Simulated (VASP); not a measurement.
Set up this calculation in VASP 6.6.1, as the native input.

| Quantity | Value |
| --- | --- |
| Task | single point |
| Functional | PBEsol |
| Dispersion | D3(BJ) |
| Potentials or basis | VASP PAW PBE potentials, release 64 (Te, Mo_sv, H) |
| Cutoff | 400 eV |
| k mesh | 9 × 9 × 2 |
| Occupations | gaussian, width 0.05 eV |
| Spin | no spin polarisation |
| Dipole correction | no |
| Further INCAR settings | ALGO = Normal; EDIFF = 1e-06; NBANDS = 50 |

The structure of Te6Mo3H (a cell with a defect) lies in POSCAR:

```
Te6Mo3H
1.0
    3.4334342720      0.0000000000      0.0000000000
   -1.7167171360      2.9734413017      0.0000000000
    0.0000000000      0.0000000000     20.7704294686
Te Mo H
6 3 1
Direct
    0.0000000000      0.0000000000      0.9125759363
    0.3333333333      0.6666666667      0.5917818730
    0.3333333333      0.6666666667      0.2333053354
    0.3333333333      0.6666666667      0.7666946646
    0.3333333333      0.6666666667      0.4082181270
    0.0000000000      0.0000000000      0.0874240637
    0.0000000000      0.0000000000      0.6791511892
    0.0000000000      0.0000000000      0.3208488108
    0.3333333333      0.6666666667      0.0000000000
   -0.4689764967     -0.4428215817      0.9190103014
```

One way to write it, as run:

INCAR

```
PREC = Accurate ; ENCUT = 400
EDIFF = 1E-6 ; ISMEAR = 0
SIGMA = 0.05 ; LREAL = F
LASPH = T ; NELM = 120
ALGO = Normal ; ISIF = 2
LWAVE = F ; LCHARG = F
GGA = PS ; IVDW = 12
NBANDS = 50 ; GGA_COMPAT = F
```

KPOINTS

```
regular mesh
0
Gamma
  9 9 2
```

Potentials or basis: VASP PAW PBE potentials, release 64 (Te, Mo_sv, H).

Run with:

```sh
$ cat potpaw_PBE.64/Te/POTCAR potpaw_PBE.64/Mo_sv/POTCAR potpaw_PBE.64/H/POTCAR > POTCAR
$ mpirun -np 1 vasp_std > vasp.out
```

Results of the run:

```yaml
Pressure: 4.2 GPa
Largest_force: 3.468 eV/Å
Band_gap_on_the_k_mesh: zero (an odd number of electrons rules out a gap without spin polarisation)
Dispersion_energy_per_atom: -0.504 eV
```

Caveat: the PAW data sets were made with another functional, which shifts forces and pressure a little; spin-orbit coupling is left out, which moves the levels of the heavy elements.

Wall time 13 min on 1 thread of Intel(R) Xeon(R) 6975P-C (Granite Rapids) (shared host), peak memory 0.6 GiB.
